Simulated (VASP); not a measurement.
# Mg (P6_3/mmc) in VASP: a series of runs, part 2 of 2

VASP 6.6.1. The steps go on from the part before.

**3. Relaxation of volume and atoms at fixed shape, PBE**

This run uses another cell than the first one, of 23.24 Å³/atom, 1.014 times its volume.

INCAR reads:

```
SYSTEM = Mg
ALGO = Normal
EDIFF = 1E-7
EDIFFG = -0.03
ENCUT = 600
GGA = PE
IBRION = 2
ISIF = 8
ISMEAR = 0
LASPH = .True.
LCHARG = .False.
LREAL = .False.
LWAVE = .False.
NELM = 60
NSW = 60
PREC = Accurate
SIGMA = 0.05
```

KPOINTS reads:

```
k-points
0
Gamma
  9 9 5
  0 0 0
```

POSCAR reads:

```
Mg
1.0
    3.2093000000      0.0000000000      0.0000000000
   -1.6046500000      2.7793353300      0.0000000000
    0.0000000000      0.0000000000      5.2103000000
Mg
2
Direct
    0.3333333300      0.6666666700      0.2500000000
    0.6666666700      0.3333333300      0.7500000000
```

Potentials or basis: VASP PAW PBE potentials, release 64 (Mg).

Command:

```sh
cat potpaw_PBE.64/Mg/POTCAR > POTCAR
mpirun -np 1 vasp_std > vasp.out
```

OUTCAR:

```text
SYSTEM = Mg
   EDIFF = 1E-7
   EDIFFG = -0.03
   ENCUT = 600
   GGA = PE
   IBRION = 2
   ISIF = 8
   ISMEAR = 0
   LASPH = .True.
   LREAL = .False.
   NELM = 60
   NSW = 60
   PREC = Accurate

 ion  position               nearest neighbor table
   1  0.333  0.667  0.250-   2 3.20   2 3.20   2 3.20   2 3.20   2 3.20   2 3.20
   2  0.667  0.333  0.750-   1 3.20   1 3.20   1 3.20   1 3.20   1 3.20   1 3.20

  LATTYP: Found a hexagonal cell.
 ALAT       =     3.2093000000
 C/A-ratio  =     1.6235004518

  Lattice vectors:

 A1 = (   3.2093000000,   0.0000000000,   0.0000000000)
 A2 = (  -1.6046500000,   2.7793353300,   0.0000000000)
 A3 = (   0.0000000000,   0.0000000000,   5.2103000000)

Analysis of symmetry for initial positions (statically):
=====================================================================
 Subroutine PRICEL returns:
 Original cell was already a primitive cell.

 Routine SETGRP: Setting up the symmetry group for a
 hexagonal supercell.

 Subroutine GETGRP returns: Found 24 space group operations
 (whereof 12 operations were pure point group operations)
 out of a pool of 24 trial point group operations.

The static configuration has the point symmetry D_3d.
 The point group associated with its full space group is D_6h.

Analysis of symmetry for dynamics (positions and initial velocities):
=====================================================================
 Subroutine PRICEL returns:
 Original cell was already a primitive cell.

 Routine SETGRP: Setting up the symmetry group for a
 hexagonal supercell.

[... 170 lines left out ...]
  volume of cell :       46.47
      direct lattice vectors                 reciprocal lattice vectors
     3.209300000  0.000000000  0.000000000     0.311594429  0.179899127  0.000000000
    -1.604650000  2.779335330  0.000000000     0.000000000  0.359798254  0.000000000
     0.000000000  0.000000000  5.210300000     0.000000000  0.000000000  0.191927528

 POSITION                                       TOTAL-FORCE (eV/Angst)
 -----------------------------------------------------------------------------------
     -0.00000      1.85289      1.30258        -0.000000      0.000000      0.000000
      1.60465      0.92645      3.90773         0.000000      0.000000      0.000000
 -----------------------------------------------------------------------------------
    total drift:                                0.000000     -0.000000      0.000000

  FREE ENERGIE OF THE ION-ELECTRON SYSTEM (eV)
  ---------------------------------------------------
  free  energy   TOTEN  =        -3.0060264054 eV

  energy  without entropy=       -3.0050483943  energy(sigma->0) =       -3.00553740

--------------------------------------- Ionic step        2  -------------------------------------------

 number of electron       4.0000000 magnetization

 Free energy of the ion-electron system (eV)
  ---------------------------------------------------
  ext. energy  EPLUGINS =         0.00000000
  ---------------------------------------------------
  free energy    TOTEN  =        -3.00756571 eV

  energy without entropy =       -3.00665639  energy(sigma->0) =       -3.00711105

 E-fermi :   2.5875     XC(G=0):  -8.4950

 val. band max:        2.5786446035   @ k =   0.4444   0.0000   0.4000
 cond. band min:       2.6946915353   @ k =   0.4444   0.1111   0.4000
 fundamental gap:      0.1160469318
 Fermi energy:         2.5874794560

 k-point     1 :       0.0000    0.0000    0.0000
  band No.  band energies     occupation
      1      -4.2973      2.00000
      2       0.9547      2.00000
      3       1.3972      2.00000
      4      13.5846      0.00000
      5      13.5846      0.00000
      6      13.7012      0.00000
[... 199 lines left out ...]
 k-point    24 :       0.3333    0.3333    0.2000
  band No.  band energies     occupation
      1       2.2253      2.00000
      2       2.2357      2.00000
      3       2.2357      2.00000
      4       5.3329      0.00000
      5       5.6492      0.00000
      6       5.6492      0.00000

 [... further k-points ...]
[... 5 lines left out ...]
  --------------------------------------------------------------------------------------
  -------------------------------------------------------------------------------------
  Total       -0.0805925     -0.0805925      0.0224550      0.0000000      0.0000000      0.0000000
  in kB       -2.8156149     -2.8156150      0.7844997      0.0000000      0.0000000      0.0000000
  external PRESSURE =      -1.6155767 kB  Pullay stress =       0.0000000 kB

 VOLUME and BASIS-vectors are now :
 -----------------------------------------------------------------------------
  energy-cutoff  :      600.00
  volume of cell :       45.86
      direct lattice vectors                 reciprocal lattice vectors
     3.195088581  0.000000000  0.000000000     0.312980368  0.180699300  0.000000000
    -1.597544291  2.767027880  0.000000000     0.000000000  0.361398599  0.000000000
     0.000000000  0.000000000  5.187227755     0.000000000  0.000000000  0.192781202

 POSITION                                       TOTAL-FORCE (eV/Angst)
 -----------------------------------------------------------------------------------
     -0.00000      1.84469      1.29681         0.000000      0.000000      0.000000
      1.59754      0.92234      3.89042        -0.000000     -0.000000      0.000000
 -----------------------------------------------------------------------------------
    total drift:                                0.000000     -0.000000      0.000000

  FREE ENERGIE OF THE ION-ELECTRON SYSTEM (eV)
  ---------------------------------------------------
  free  energy   TOTEN  =        -3.0075657108 eV

  energy  without entropy=       -3.0066563908  energy(sigma->0) =       -3.00711105

 reached required accuracy - stopping structural energy minimisation
```

CONTCAR:

```text
Mg
   1.00000000000000
     3.1950885813816865    0.0000000000000000    0.0000000000000000
    -1.5975442906908432    2.7670278804454873    0.0000000000000000
     0.0000000000000000    0.0000000000000000    5.1872277554522803
  Mg
     2
Direct
     0.3333333300000021    0.6666666699999979    0.2500000000000000
     0.6666666699999979    0.3333333300000021    0.7500000000000000

  0.00000000E+00  0.00000000E+00  0.00000000E+00
  0.00000000E+00  0.00000000E+00  0.00000000E+00
```

Wall time 17 s (1 thread of Intel Xeon Platinum 8488C (Sapphire Rapids), shared host); peak memory 0.18 GiB.

Results:

| Property | Result |
| --- | --- |
| Free energy | -3.0076 eV |
| Relaxed volume | 22.93 Å³/atom |
| Relaxed cell | a = 3.195 Å, b = 3.195 Å, c = 5.187 Å, α = 90.00°, β = 90.00°, γ = 120.00° |
| Space group after relaxing (to 0.05 Å) | P6_3/mmc (No. 194) |
| Energy gained by relaxing | 0.8 meV/atom |
| Ionic steps | 2 |
| Pressure after relaxing | -0.2 GPa |
| Band gap on the k mesh | zero (band 2 reaches 3.63 eV, above the bottom of band 3 at 1.40 eV) |

The path:
| step | energy change (eV) | largest force (eV/Å) | pressure (GPa) | volume (Å³) |
| --- | --- | --- | --- | --- |
| 1 | 0.0000 | 0.0000 | -0.63 | 46.47 |
| 2 | -0.0015 | 0.0000 | -0.16 | 45.86 |

Final structure:
```
CELL_PARAMETERS angstrom
3.19509 0.00000 0.00000
-1.59754 2.76703 0.00000
0.00000 0.00000 5.18723
ATOMIC_POSITIONS crystal
Mg 0.33333 0.66667 0.25000
Mg 0.66667 0.33333 0.75000
```
